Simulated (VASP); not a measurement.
# GaAs in VASP: single point with PBE

Aim: the single point of GaAs with PBE.

Program: VASP 6.6.1. These are calculated values, not measurements. Logs are shortened: lines on timing, memory, paths and dates and some standing lists are left out, and cuts for length are marked.

### Step 1. The cell of the first run

The cell holds a wire or tube with vacuum around it, 8 atoms: a = 13.300 Å, b = 15.000 Å, c = 5.745 Å, α = 90.00°, β = 90.00°, γ = 90.00°.

### Step 2. Single point, PBE, collinear spin

INCAR reads:

```
SYSTEM = GaAs
ALGO = Normal
EDIFF = 1E-7
ENCUT = 520
GGA = PE
ISIF = 2
ISMEAR = 0
ISPIN = 2
KPAR = 2
LASPH = .TRUE.
LCHARG = .FALSE.
LORBIT = 11
LREAL = .FALSE.
LWAVE = .FALSE.
MAGMOM = 0.3 0.3 0.3 0.3 0.3 0.3 0.3 0.3
NBANDS = 50
NCORE = 2
NELM = 150
PREC = Accurate
SIGMA = 0.05
```

KPOINTS reads:

```
k-points
0
G
  1 1 10
  0 0 0
```

POSCAR reads:

```
GaAs
1.0
   13.3000000000      0.0000000000      0.0000000000
    0.0000000000     15.0000000000      0.0000000000
    0.0000000000      0.0000000000      5.7453845603
Ga As
4 4
Direct
    0.6619939256      0.5000000000      0.0000000000
    0.4460020248      0.5000000000      0.5000000000
    0.4460020248      0.3084871813      0.0000000000
    0.4460020248      0.6915128187      0.0000000000
    0.3380060744      0.5957564093      0.7500000000
    0.3380060744      0.4042435907      0.2500000000
    0.5539979752      0.5957564093      0.2500000000
    0.5539979752      0.4042435907      0.7500000000
```

Potentials or basis: VASP PAW PBE potentials, release 64 (Ga_d, As).

Started as:

```bash
$ cat potpaw_PBE.64/Ga_d/POTCAR potpaw_PBE.64/As/POTCAR > POTCAR
$ mpirun -np 4 vasp_std > vasp.out
```

OUTCAR:

```text
SYSTEM = GaAs
   EDIFF = 1E-7
   ENCUT = 520
   GGA = PE
   ISIF = 2
   ISMEAR = 0
   ISPIN = 2
   LASPH = .TRUE.
   LORBIT = 11
   LREAL = .FALSE.
   NELM = 150
   PREC = Accurate

 ion  position               nearest neighbor table
   1  0.662  0.500  0.000-   7 2.49   8 2.49
   2  0.446  0.500  0.500-   7 2.49   8 2.49   5 2.49   6 2.49
   3  0.446  0.308  0.000-   8 2.49   6 2.49
   4  0.446  0.692  0.000-   7 2.49   5 2.49
   5  0.338  0.596  0.750-   2 2.49   4 2.49
   6  0.338  0.404  0.250-   2 2.49   3 2.49
   7  0.554  0.596  0.250-   2 2.49   1 2.49   4 2.49
   8  0.554  0.404  0.750-   2 2.49   1 2.49   3 2.49

  LATTYP: Found a simple orthorhombic cell.
 ALAT       =     5.7453845603
 B/A-ratio  =     2.3149016154
 C/A-ratio  =     2.6107912956

  Lattice vectors:

 A1 = (   0.0000000000,   0.0000000000,   5.7453845603)
 A2 = (  13.3000000000,   0.0000000000,   0.0000000000)
 A3 = (   0.0000000000,  15.0000000000,   0.0000000000)

Analysis of symmetry for initial positions (statically):
=====================================================================
 Subroutine PRICEL returns:
 Original cell was already a primitive cell.

 Routine SETGRP: Setting up the symmetry group for a
 simple orthorhombic supercell.

 Subroutine GETGRP returns: Found  2 space group operations
 (whereof  2 operations were pure point group operations)
 out of a pool of  8 trial point group operations.

The static configuration has the point symmetry C_2 .

Analysis of symmetry for dynamics (positions and initial velocities):
=====================================================================
 Subroutine PRICEL returns:
 Original cell was already a primitive cell.

 Routine SETGRP: Setting up the symmetry group for a
 simple orthorhombic supercell.

 Subroutine GETGRP returns: Found  2 space group operations
 (whereof  2 operations were pure point group operations)
 out of a pool of  8 trial point group operations.

The dynamic configuration has the point symmetry C_2 .

Analysis of structural, dynamic, and magnetic symmetry:
=====================================================================
 Subroutine PRICEL returns:
 Original cell was already a primitive cell.

 Routine SETGRP: Setting up the symmetry group for a
 simple orthorhombic supercell.

 Subroutine GETGRP returns: Found  2 space group operations
 (whereof  2 operations were pure point group operations)
 out of a pool of  8 trial point group operations.

The overall configuration has the point symmetry C_2 .

 Subroutine INISYM returns: Found  2 space group operations
 (whereof  2 operations are pure point group operations),
 and found     1 'primitive' translations

----------------------------------------------------------------------------------------

                                     Primitive cell

  volume of cell :    1146.2042

  direct lattice vectors                    reciprocal lattice vectors
    13.300000000  0.000000000  0.000000000     0.075187970  0.000000000  0.000000000
     0.000000000 15.000000000  0.000000000     0.000000000  0.066666667  0.000000000
     0.000000000  0.000000000  5.745384560     0.000000000  0.000000000  0.174052753

  length of vectors
    13.300000000 15.000000000  5.745384560     0.075187970  0.066666667  0.174052753

  position of ions in fractional coordinates (direct lattice)
     0.661993926  0.500000000  0.000000000
     0.446002025  0.500000000  0.500000000
     0.446002025  0.308487181  0.000000000
     0.446002025  0.691512819  0.000000000
     0.338006074  0.595756409  0.750000000
     0.338006074  0.404243591  0.250000000
     0.553997975  0.595756409  0.250000000
     0.553997975  0.404243591  0.750000000

  ion indices of the primitive-cell ions
   primitive index   ion index
                 1           1
                 2           2
                 3           3
[... 37 lines left out ...]
  0.000000  0.000000  0.300000      2.000000
  0.000000  0.000000  0.400000      2.000000
  0.000000  0.000000  0.500000      1.000000
   k-points           NKPTS =      6   k-points in BZ     NKDIM =      6   number of bands    NBANDS=     50
   number of dos      NEDOS =    301   number of ions     NIONS =      8
   total plane-waves  NPLWV = 537600
   dimension x,y,z NGX =   100 NGY =  112 NGZ =   48
   dimension x,y,z NGXF=   200 NGYF=  224 NGZF=   96
   ions per type =               4   4
   NGX,Y,Z   is equivalent  to a cutoff of  12.50, 12.41, 13.89 a.u.
   NGXF,Y,Z  is equivalent  to a cutoff of  25.00, 24.83, 27.78 a.u.
 SYSTEM =  GaAs
   PREC   = accura    normal or accurate (medium, high low for compatibility)
   ISTART =      0    job   : 0-new  1-cont  2-samecut
   ICHARG =      2    charge: 1-file 2-atom 10-const
   ISPIN  =      2    spin polarized calculation?
   LNONCOLLINEAR =      F non collinear calculations
   LSORBIT =      F    spin-orbit coupling
   LASPH  =      T    aspherical Exc in radial PAW
   ENCUT  =  520.0 eV  38.22 Ry    6.18 a.u.  24.73 27.89 10.68*2*pi/ulx,y,z
   NELM   =    150;   NELMIN=  2; NELMDL= -5     # of ELM steps
   EDIFF  = 0.1E-06   stopping-criterion for ELM
   LREAL  =      F    real-space projection
   EDIFFG = 0.1E-05   stopping-criterion for IOM
   NSW    =      0    number of steps for IOM
   IBRION =     -1    ionic relax: 0-MD 1-quasi-New 2-CG
   NFREE  =      0    steps in history (QN), initial steepest desc. (CG)
   ISIF   =      2    stress and relaxation
   ISYM   =      2    0-nonsym 1-usesym 2-fastsym
   POTIM  = 0.5000    time-step for ionic-motion
   TEBEG  =    0.0;   TEEND  =   0.0 temperature during run
   PSTRESS=    0.0 pullay stress
   NELECT =      72.0000    total number of electrons
   NUPDOWN=      -1.0000    fix difference up-down
   EMIN   =  10.00;   EMAX   =-10.00  energy-range for DOS
   EFERMI =   0.00;   METHOD = LEGACY
   ISMEAR =     0;   SIGMA  =   0.05  broadening in eV -4-tet -1-fermi 0-gaus
   EFERMI_NEDOS =   21; number of points for ismear=-14 and -15
   IALGO  =     38    algorithm
   IMIX   =      4    mixing-type and parameters
     AMIX     =   0.40;   BMIX     =  1.00
     AMIX_MAG =   1.60;   BMIX_MAG =  1.00
  volume/ion in A,a.u.               =     143.28       966.87
  Fermi-wavevector in a.u.,A,eV,Ry     =   0.650776  1.229789  5.762199  0.423510
  Thomas-Fermi vector in A             =   1.720163
   LORBIT       =     11    0 simple, 1 ext, 2 COOP (PROOUT), +10 PAW based schemes
   GGA     = PE    functional components
   LHFCALC =     F    Hartree Fock is set to
   AEXX    =    0.0000 exact exchange contribution
   IVDW    =     0    specifies the selected vdW correction
   LEPSILON=     F    determine dielectric tensor
   LRPA    =     F    only Hartree local field effects (RPA)
 spin polarized calculation
 Gauss-broadening in eV      SIGMA  =   0.05
  energy-cutoff  :      520.00
  volume of cell :     1146.20
 maximum number of plane-waves:     30878
 NGX is ok and might be reduce to    98
   NGX = 49   NGY = 55   NGZ = 21

 number of electron      72.0000040 magnetization       1.9893061

 Free energy of the ion-electron system (eV)
  ---------------------------------------------------
  ext. energy  EPLUGINS =         0.00000000
  ---------------------------------------------------
  free energy    TOTEN  =       -24.87835383 eV

  energy without entropy =      -24.87617727  energy(sigma->0) =      -24.87726555

 E-fermi :  -3.2887     XC(G=0):  -2.6227

 val. band max:       -3.3308053005   @ k =   0.0000   0.0000   0.5000
 cond. band min:      -3.2516701205   @ k =   0.0000   0.0000   0.5000
 fundamental gap:      0.0791351800
 Fermi energy:        -3.2886784465

 spin component 1

 k-point     1 :       0.0000    0.0000    0.0000
  band No.  band energies     occupation
      1     -18.1541      1.00000
      2     -18.1100      1.00000
      3     -18.0997      1.00000
      4     -18.0980      1.00000
      5     -18.0871      1.00000
      6     -18.0786      1.00000
[... 295 lines left out ...]
     47       1.6219      0.00000
     48       1.6564      0.00000
 Fermi energy:        -3.2886784465

 spin component 2

 k-point     1 :       0.0000    0.0000    0.0000
  band No.  band energies     occupation
      1     -18.1506      1.00000
      2     -18.1027      1.00000
      3     -18.0956      1.00000
      4     -18.0900      1.00000
      5     -18.0858      1.00000
      6     -18.0668      1.00000
[... 295 lines left out ...]
     47       1.6774      0.00000
     48       1.7238      0.00000
 [bands above 48 left out]

------------------------ aborting loop because EDIFF is reached ----------------------------------------

  FORCE on cell =-STRESS in cart. coord.  units (eV):
  Direction    XX          YY          ZZ          XY          YZ          ZX
  --------------------------------------------------------------------------------------
  -------------------------------------------------------------------------------------
  Total       -0.2638124     -2.7369916     -2.5626667      0.0000000     -0.1709081      0.0000000
  in kB       -0.3687600     -3.8257980     -3.5821247      0.0000000     -0.2388973      0.0000000
  external PRESSURE =      -2.5922276 kB  Pullay stress =       0.0000000 kB

 VOLUME and BASIS-vectors are now :
 -----------------------------------------------------------------------------
  energy-cutoff  :      520.00
  volume of cell :     1146.20
      direct lattice vectors                 reciprocal lattice vectors
    13.300000000  0.000000000  0.000000000     0.075187970  0.000000000  0.000000000
     0.000000000 15.000000000  0.000000000     0.000000000  0.066666667  0.000000000
     0.000000000  0.000000000  5.745384560     0.000000000  0.000000000  0.174052753

 POSITION                                       TOTAL-FORCE (eV/Angst)
 -----------------------------------------------------------------------------------
      8.80452      7.50000      0.00000        -0.111044      0.000000      0.000000
      5.93183      7.50000      2.87269        -0.020580      0.000000      0.000000
      5.93183      4.62731      0.00000        -0.034243      0.695045      0.227315
      5.93183     10.37269      0.00000        -0.034243     -0.695045     -0.227315
      4.49548      8.93635      4.30904         0.036026     -0.007976      0.479148
      4.49548      6.06365      1.43635         0.036026      0.007976     -0.479148
      7.36817      8.93635      1.43635         0.064028      0.442441     -0.084089
      7.36817      6.06365      4.30904         0.064028     -0.442441      0.084089
 -----------------------------------------------------------------------------------
    total drift:                                0.000389      0.000000      0.000018

  FREE ENERGIE OF THE ION-ELECTRON SYSTEM (eV)
  ---------------------------------------------------
  free  energy   TOTEN  =       -24.8783538331 eV

  energy  without entropy=      -24.8761772672  energy(sigma->0) =      -24.87726555

 total charge

# of ion       s       p       d       tot
------------------------------------------
    1        1.087   0.458   9.946  11.490
    2        0.900   0.744   9.983  11.627
    3        1.059   0.484   9.944  11.487
    4        1.059   0.484   9.944  11.487
    5        1.290   1.356   0.015   2.661
    6        1.290   1.356   0.015   2.661
    7        1.264   1.449   0.021   2.734
    8        1.264   1.449   0.021   2.734
--------------------------------------------------
tot          9.212   7.781  39.889  56.882

 magnetization (x)

# of ion       s       p       d       tot
------------------------------------------
    1        0.001   0.007   0.004   0.012
    2        0.001   0.003   0.011   0.015
    3        0.004   0.018   0.005   0.027
    4        0.004   0.018   0.005   0.027
    5        0.003   0.281   0.000   0.285
    6        0.003   0.281   0.000   0.285
    7        0.006   0.138   0.000   0.144
    8        0.006   0.138   0.000   0.144
--------------------------------------------------
tot          0.028   0.885   0.025   0.938
```

It took 14 min on 4 MPI ranks of Oxide Virtual Turin-like, shared host; peak memory 0.95 GiB.

Results:

- Free energy: -24.8784 eV
- Largest force: 0.732 eV/Å
- Band gap on the k mesh: 0.08 eV
- Net moment: 1.99 μB per cell
- Site moments: Ga +0.01, +0.03 (each value once); As +0.28, +0.14 (each value once) μB
- Valence electrons inside the program's atomic spheres: Ga 11.49, 11.63 (each value once); As 2.66, 2.73 (each value once)

Forces in eV/Å, atoms in the order of the input:
```
Ga  -0.111  0.000  0.000
Ga  -0.021  0.000  0.000
Ga  -0.034  0.695  0.227
Ga  -0.034 -0.695 -0.227
As   0.036 -0.008  0.479
As   0.036  0.008 -0.479
As   0.064  0.442 -0.084
As   0.064 -0.442  0.084
```

Levels at points of the mesh, in eV from the valence-band top:
Spin up:
```tsv
k point	band 34	band 35	band 36	band 37	band 38	band 39	band 40	band 41
(0.00, 0.00, 0.00)	-0.67	-0.52	-0.31	-0.20	0.48	0.50	2.06	2.12
(0.00, 0.00, 0.50)	-0.66	-0.44	-0.33	-0.01	0.14	0.73	1.46	2.34
```
Spin down:
```tsv
k point	band 32	band 33	band 34	band 35	band 36	band 37	band 38	band 39
(0.00, 0.00, 0.00)	-1.28	-0.90	-0.27	-0.25	0.20	0.39	0.61	0.70
(0.00, 0.00, 0.50)	-1.07	-1.01	-0.29	0.00	0.08	0.44	0.48	0.85
```

Caveat: semilocal functionals underestimate gaps, and a narrow one can read as zero.
